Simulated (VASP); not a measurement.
**Hf: relaxation of cell and atoms with PBE**

The system is Hf.

```
Hf
1.0
     3.19238    0.00000    0.00000
    -1.59619    2.76469    0.00000
     0.00000    0.00000    5.04504
Hf
2
Direct
  0.33333 0.66667 0.25000
  0.66667 0.33333 0.75000
```

* Program: VASP 6.6.1
* Task: relaxation of cell and atoms
* Functional: PBE
* Potentials or basis: VASP PAW PBE potentials, release 64 (Hf_pv)
* Cutoff: 600 eV
* k mesh: 12 × 12 × 8
* Occupations: gaussian, width 0.1 eV
* Spin: no spin polarisation
* Dipole correction: no
* Further INCAR settings: ALGO = Fast; EDIFF = 1e-06; IBRION = 2; EDIFFG = -0.002; NSW = 100; ISIF = 3

The relaxed volume is 22.45 Å³/atom, the relaxed cell is a = 3.200 Å, b = 3.200 Å, c = 5.063 Å, α = 90.00°, β = 90.00°, γ = 120.00° and the space group after relaxing (to 0.1 Å) is P6_3/mmc (No. 194). The energy gained by relaxing is 0.5 meV/atom and the ionic steps are 11. The pressure after relaxing is 0.0 GPa. The band gap on the k mesh is zero (bands 10 and 11 overlap by 1.44 eV).

The path:
```csv
step,energy change (eV),largest force (eV/Å),pressure (GPa),volume (Å³)
1,0.0000,0.0000,0.92,44.53
2,0.0004,0.0000,-1.06,45.35
3,-0.0011,0.0000,0.00,44.91
4,-0.0011,0.0000,-0.02,44.91
5,-0.0011,0.0000,0.01,44.90
6,-0.0011,0.0000,0.00,44.90
7,-0.0011,0.0000,0.00,44.89
8,-0.0011,0.0000,0.03,44.89
9,-0.0011,0.0000,0.07,44.89
10,-0.0011,0.0000,0.05,44.89
11,-0.0011,0.0000,0.00,44.91
```

Final structure:
```
CELL_PARAMETERS angstrom
3.20046 0.00000 0.00000
-1.60023 2.77168 0.00000
0.00000 0.00000 5.06262
ATOMIC_POSITIONS crystal
Hf 0.33333 0.66667 0.25000
Hf 0.66667 0.33333 0.75000
```

Levels at points of the mesh, in eV from the Fermi level:
```csv
k point,band 7,band 8,band 9,band 10,band 11,band 12,band 13,band 14
"(0.00, 0.00, 0.00)",-7.39,-3.72,0.61,1.16,1.16,1.44,1.97,1.97
"(0.50, 0.00, 0.00)",-3.37,-2.76,-2.24,-0.83,0.77,0.85,1.65,5.84
"(0.00, 0.00, 0.50)",-5.42,-5.42,0.13,0.13,1.05,1.05,1.05,1.05
"(0.50, 0.00, 0.50)",-3.42,-3.42,-1.00,-1.00,1.14,1.14,2.62,2.62
```

It took 2.5 min on 1 thread of AMD EPYC 9R45 96-Core Processor (Zen 5) (shared host), peak memory 0.2 GiB.

Caveat: spin-orbit coupling is left out, which moves the levels of the heavy elements.
